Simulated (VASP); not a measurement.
# WS2 (R3m) in VASP: single point with PBE

Aim: the single point of WS2 with PBE.

All numbers are computed with VASP 6.6.1; they aren't measurements. Logs are shortened: lines on timing, memory, paths and dates and some standing lists are left out, and cuts for length are marked.

## Step 1: The cell of the first run

The structure is trigonal, space group R3m (No. 160). Conventional cell: a = 3.158 Å, b = 3.158 Å, c = 18.490 Å, α = 90.00°, β = 90.00°, γ = 120.00°. W (site symmetry 3m) has 6 S at 2.39 to 2.42 Å and 6 W at 3.16 Å within 3.2 Å. Within 3.2 Å of S (site symmetry 3m) lie 3 W at 2.39 Å and 7 S at 3.13 to 3.16 Å. Within 3.2 Å of S (site symmetry 3m) lie 3 W at 2.42 Å and 7 S at 3.13 to 3.16 Å.

## Step 2: Single point, PBE

INCAR

```
SYSTEM = WS2
PREC     = Accurate       ! precision mode
ENCUT    = 520            ! plane-wave cutoff, eV
EDIFF    = 1E-7           ! SCF threshold, eV
ISMEAR   = 0              ! smearing method
SIGMA    = 0.05           ! smearing width, eV
LREAL    = .FALSE.        ! projectors in reciprocal space
LASPH    = .TRUE.         ! aspherical terms in the spheres
NELM     = 60             ! most SCF steps
ALGO     = Normal         ! electronic algorithm
ISIF     = 2              ! what is computed and relaxed
LWAVE    = .FALSE.        ! write WAVECAR
LCHARG   = .FALSE.        ! write CHGCAR
GGA      = PE             ! functional
ISYM     = 0            
NBANDS   = 20             ! bands
```

KPOINTS

```
Automatic mesh
0
G
  12 12 10
  0 0 0
```

POSCAR

```
WS2
1.0
   -1.5790000000      2.7349082252      0.0000000000
   -3.1580000000      0.0000000000      0.0000000000
   -1.5790000000      0.9116360751      6.1633333333
W S
1 2
Direct
    0.0000000000      0.0000000000      0.0000000000
    0.7503000000      0.7503000000      0.7491000000
    0.5810000000      0.5810000000      0.2570000000
```

Potentials or basis: VASP PAW PBE potentials, release 64 (W_sv, S).

Run with:

```bash
$ cat potpaw_PBE.64/W_sv/POTCAR potpaw_PBE.64/S/POTCAR > POTCAR
$ mpirun -np 1 vasp_std > vasp.out
```

OUTCAR:

```text
SYSTEM = WS2
   PREC = Accurate
   ENCUT = 520
   EDIFF = 1E-7
   ISMEAR = 0
   LREAL = .FALSE.
   LASPH = .TRUE.
   NELM = 60
   ISIF = 2
   GGA = PE
   ISYM = 0

 ion  position               nearest neighbor table
   1  0.000  0.000  0.000-   2 2.39   2 2.39   2 2.39   3 2.42   3 2.42   3 2.42
   2  0.750  0.750  0.749-   1 2.39   1 2.39   1 2.39
   3  0.581  0.581  0.257-   1 2.42   1 2.42   1 2.42

IMPORTANT INFORMATION: All symmetrisations will be switched off!
NOSYMM: (Re-)initialisation of all symmetry stuff for point group C_1.

----------------------------------------------------------------------------------------

                                     Primitive cell

  volume of cell :      53.2317

  direct lattice vectors                    reciprocal lattice vectors
    -1.579000000  2.734908225  0.000000000     0.000000000  0.365642982 -0.054083288
    -3.158000000  0.000000000  0.000000000    -0.316656111 -0.182821491 -0.054083288
    -1.579000000  0.911636075  6.163333333     0.000000000  0.000000000  0.162249865

  length of vectors
     3.158000000  3.158000000  6.427363309     0.369621147  0.369621147  0.162249865

  position of ions in fractional coordinates (direct lattice)
     0.000000000  0.000000000  0.000000000
     0.750300000  0.750300000  0.749100000
     0.581000000  0.581000000  0.257000000

  ion indices of the primitive-cell ions
   primitive index   ion index
                 1           1
                 2           2
                 3           3

----------------------------------------------------------------------------------------

 KPOINTS: Automatic mesh

Automatic generation of k-mesh.
 Grid dimensions read from file:
 generate k-points for:   12   12   10

 Generating k-lattice:

  Cartesian coordinates                     Fractional coordinates (reciprocal lattice)
     0.000000000  0.030470249 -0.004506941     0.083333333  0.000000000  0.000000000
    -0.026388009 -0.015235124 -0.004506941     0.000000000  0.083333333  0.000000000
     0.000000000  0.000000000  0.016224986     0.000000000  0.000000000  0.100000000

  Length of vectors
     0.030801762  0.030801762  0.016224986

  Shift w.r.t. Gamma in fractional coordinates (k-lattice)
     0.000000000  0.000000000  0.000000000

 -----------------------------------------------------------------------------
|                                                                             |
|           W    W    AA    RRRRR   N    N  II  N    N   GGGG   !!!           |
|           W    W   A  A   R    R  NN   N  II  NN   N  G    G  !!!           |
|           W    W  A    A  R    R  N N  N  II  N N  N  G       !!!           |
|           W WW W  AAAAAA  RRRRR   N  N N  II  N  N N  G  GGG   !            |
|           WW  WW  A    A  R   R   N   NN  II  N   NN  G    G                |
|           W    W  A    A  R    R  N    N  II  N    N   GGGG   !!!           |
|                                                                             |
|     Your reciprocal lattice and k-lattice belong to different lattice       |
|     classes:                                                                |
|                                                                             |
|        The reciprocal lattice is rhombohedral (trigonal),                   |
|        whereas your k-lattice is base-centered monoclinic.                  |
|                                                                             |
|     Results are often still useful ...                                      |
|                                                                             |
 -----------------------------------------------------------------------------

 WARNING: IBZKPT: internal override: KBLOWUP is changed to .FALSE.
      ... skipping the blow-up phase ...

 Subroutine IBZKPT returns following result:
 ===========================================

 Found    724 irreducible k-points:

 Following reciprocal coordinates:
            Coordinates               Weight
  0.000000  0.000000  0.000000      1.000000
  0.083333  0.000000  0.000000      2.000000
  0.166667  0.000000 -0.000000      2.000000
  0.250000  0.000000  0.000000      2.000000
  0.333333  0.000000 -0.000000      2.000000
  0.416667  0.000000 -0.000000      2.000000
[... 16 lines left out ...]
  0.250000  0.166667 -0.000000      2.000000
  0.333333  0.166667 -0.000000      2.000000
 [... further k-points ...]
   k-points           NKPTS =    724   k-points in BZ     NKDIM =    724   number of bands    NBANDS=     20
   number of dos      NEDOS =    301   number of ions     NIONS =      3
   total plane-waves  NPLWV =  27648
   dimension x,y,z NGX =    24 NGY =   24 NGZ =   48
   dimension x,y,z NGXF=    48 NGYF=   48 NGZF=   96
   ions per type =               1   2
   NGX,Y,Z   is equivalent  to a cutoff of  12.63, 12.63, 12.42 a.u.
   NGXF,Y,Z  is equivalent  to a cutoff of  25.27, 25.27, 24.83 a.u.
 SYSTEM =  WS2
   PREC   = accura    normal or accurate (medium, high low for compatibility)
   ISTART =      0    job   : 0-new  1-cont  2-samecut
   ICHARG =      2    charge: 1-file 2-atom 10-const
   ISPIN  =      1    spin polarized calculation?
   LNONCOLLINEAR =      F non collinear calculations
   LSORBIT =      F    spin-orbit coupling
   LASPH  =      T    aspherical Exc in radial PAW
   ENCUT  =  520.0 eV  38.22 Ry    6.18 a.u.   5.87  5.87 11.95*2*pi/ulx,y,z
   NELM   =     60;   NELMIN=  2; NELMDL= -5     # of ELM steps
   EDIFF  = 0.1E-06   stopping-criterion for ELM
   LREAL  =      F    real-space projection
   EDIFFG = 0.1E-05   stopping-criterion for IOM
   NSW    =      0    number of steps for IOM
   IBRION =     -1    ionic relax: 0-MD 1-quasi-New 2-CG
   NFREE  =      0    steps in history (QN), initial steepest desc. (CG)
   ISIF   =      2    stress and relaxation
   ISYM   =      0    0-nonsym 1-usesym 2-fastsym
   POTIM  = 0.5000    time-step for ionic-motion
   TEBEG  =    0.0;   TEEND  =   0.0 temperature during run
   PSTRESS=    0.0 pullay stress
   NELECT =      26.0000    total number of electrons
   NUPDOWN=      -1.0000    fix difference up-down
   EMIN   =  10.00;   EMAX   =-10.00  energy-range for DOS
   EFERMI =   0.00;   METHOD = LEGACY
   ISMEAR =     0;   SIGMA  =   0.05  broadening in eV -4-tet -1-fermi 0-gaus
   EFERMI_NEDOS =   21; number of points for ismear=-14 and -15
   IALGO  =     38    algorithm
   IMIX   =      4    mixing-type and parameters
     AMIX     =   0.40;   BMIX     =  1.00
     AMIX_MAG =   1.60;   BMIX_MAG =  1.00
  volume/ion in A,a.u.               =      17.74       119.74
  Fermi-wavevector in a.u.,A,eV,Ry     =   1.289266  2.436359 22.615687  1.662206
  Thomas-Fermi vector in A             =   2.421169
   LORBIT       =      0    0 simple, 1 ext, 2 COOP (PROOUT), +10 PAW based schemes
   GGA     = PE    functional components
   LHFCALC =     F    Hartree Fock is set to
   AEXX    =    0.0000 exact exchange contribution
   IVDW    =     0    specifies the selected vdW correction
   LEPSILON=     F    determine dielectric tensor
   LRPA    =     F    only Hartree local field effects (RPA)
 non-spin polarized calculation
 Gauss-broadening in eV      SIGMA  =   0.05
  energy-cutoff  :      520.00
  volume of cell :       53.23
 maximum number of plane-waves:      1448
   NGX = 11   NGY = 11   NGZ = 23

 number of electron      25.9999999 magnetization

 Free energy of the ion-electron system (eV)
  ---------------------------------------------------
  ext. energy  EPLUGINS =         0.00000000
  ---------------------------------------------------
  free energy    TOTEN  =       -23.60680685 eV

  energy without entropy =      -23.60680685  energy(sigma->0) =      -23.60680685

 E-fermi :   7.9464     XC(G=0): -10.9432

 val. band max:        7.4979676451   @ k =   0.0000   0.0000   0.5000
 cond. band min:       8.5300817969   @ k =  -0.1667   0.1667   0.0000
 fundamental gap:      1.0321141518
 Fermi energy:         7.9463542398

 k-point     1 :       0.0000    0.0000    0.0000
  band No.  band energies     occupation
      1     -67.1410      2.00000
      2     -31.4016      2.00000
      3     -31.2268      2.00000
      4     -31.2268      2.00000
      5      -8.1644      2.00000
      6      -6.1757      2.00000
[... 12 lines left out ...]
     19      15.3431      0.00000
     20      16.0139      0.00000

 k-point     2 :       0.0833    0.0000    0.0000
  band No.  band energies     occupation
      1     -67.1398      2.00000
      2     -31.3971      2.00000
      3     -31.2517      2.00000
      4     -31.2326      2.00000
      5      -8.0448      2.00000
      6      -6.1413      2.00000
[... 12 lines left out ...]
     19      15.7981      0.00000
     20      16.0757      0.00000

 k-point     3 :       0.1667    0.0000   -0.0000
  band No.  band energies     occupation
      1     -67.1363      2.00000
      2     -31.3848      2.00000
      3     -31.3191      2.00000
      4     -31.2483      2.00000
      5      -7.7033      2.00000
      6      -6.0431      2.00000
[... 12 lines left out ...]
     19      15.9310      0.00000
     20      16.5813      0.00000

 k-point     4 :       0.2500    0.0000    0.0000
  band No.  band energies     occupation
      1     -67.1316      2.00000
      2     -31.4099      2.00000
      3     -31.3679      2.00000
      4     -31.2696      2.00000
      5      -7.1926      2.00000
      6      -5.8972      2.00000
[... 429 lines left out ...]
 k-point    23 :       0.2500    0.1667   -0.0000
  band No.  band energies     occupation
      1     -67.1334      2.00000
      2     -31.3746      2.00000
      3     -31.3719      2.00000
      4     -31.2663      2.00000
      5      -7.3632      2.00000
      6      -5.9928      2.00000
[... 12 lines left out ...]
     19      15.9364      0.00000
     20      16.2630      0.00000

 k-point    24 :       0.3333    0.1667   -0.0000
  band No.  band energies     occupation
      1     -67.1293      2.00000
      2     -31.4379      2.00000
      3     -31.3595      2.00000
      4     -31.2977      2.00000
      5      -6.8865      2.00000
      6      -5.8570      2.00000
[... 12 lines left out ...]
     19      15.7588      0.00000
     20      16.3314      0.00000

 [... further k-points ...]

------------------------ aborting loop because EDIFF is reached ----------------------------------------

  FORCE on cell =-STRESS in cart. coord.  units (eV):
  Direction    XX          YY          ZZ          XY          YZ          ZX
  --------------------------------------------------------------------------------------
  -------------------------------------------------------------------------------------
  Total        1.4525644      1.4525303      1.6266522     -0.0000296     -0.0000085      0.0000149
  in kB       43.7195263     43.7184991     48.9592488     -0.0008898     -0.0002566      0.0004484
  external PRESSURE =      45.4657581 kB  Pullay stress =       0.0000000 kB

 VOLUME and BASIS-vectors are now :
 -----------------------------------------------------------------------------
  energy-cutoff  :      520.00
  volume of cell :       53.23
      direct lattice vectors                 reciprocal lattice vectors
    -1.579000000  2.734908225  0.000000000     0.000000000  0.365642982 -0.054083288
    -3.158000000  0.000000000  0.000000000    -0.316656111 -0.182821491 -0.054083288
    -1.579000000  0.911636075  6.163333333     0.000000000  0.000000000  0.162249865

 POSITION                                       TOTAL-FORCE (eV/Angst)
 -----------------------------------------------------------------------------------
      0.00000      0.00000      0.00000         0.000000     -0.000000      0.610551
     -4.73700      2.73491      4.61695         0.000003     -0.000002     -0.511843
     -3.15800      1.82327      1.58398        -0.000003      0.000002     -0.098708
 -----------------------------------------------------------------------------------
    total drift:                               -0.000006      0.000004     -0.000049

  FREE ENERGIE OF THE ION-ELECTRON SYSTEM (eV)
  ---------------------------------------------------
  free  energy   TOTEN  =       -23.6068068454 eV

  energy  without entropy=      -23.6068068454  energy(sigma->0) =      -23.60680685
```

Run time: 11 min. Hardware: 1 thread of Intel Xeon 8259CL, shared host; peak memory 0.73 GiB.

What came out:

```
Free energy            : -23.6068 eV
Pressure               : 4.5 GPa
Largest force          : 0.611 eV/Å
Band gap on the k mesh : 1.03 eV (least direct gap 1.90 eV)
```

Forces in eV/Å, atoms in the order of the input:
```
W    0.000  0.000  0.611
S    0.000  0.000 -0.512
S    0.000  0.000 -0.099
```

Levels at points of the mesh, in eV from the valence-band top:
```tsv
k point	band 11	band 12	band 13	band 14	band 15	band 16
(0.00, 0.00, 0.00)	-2.29	-1.58	-1.19	2.19	2.19	2.54
(0.50, 0.00, 0.00)	-2.59	-1.82	-1.72	2.32	2.62	3.65
(0.00, 0.50, 0.00)	-2.59	-1.82	-1.72	2.32	2.62	3.65
(0.50, 0.50, 0.00)	-3.19	-2.02	-1.55	2.27	2.73	3.24
(0.00, 0.00, 0.50)	-2.26	-2.26	0.00	2.30	2.30	2.38
(0.50, 0.00, 0.50)	-3.19	-2.02	-1.55	2.27	2.73	3.24
(0.00, 0.50, 0.50)	-3.19	-2.02	-1.55	2.27	2.73	3.24
(0.50, 0.50, 0.50)	-2.59	-1.82	-1.72	2.32	2.62	3.65
```

Caveat: the cell stands under pressure; spin-orbit coupling is left out, which moves the levels of the heavy elements; this functional lacks dispersion, which binds layers or chains, so the pressure and a relaxed spacing across them are unreliable. A k mesh can miss the band edges.
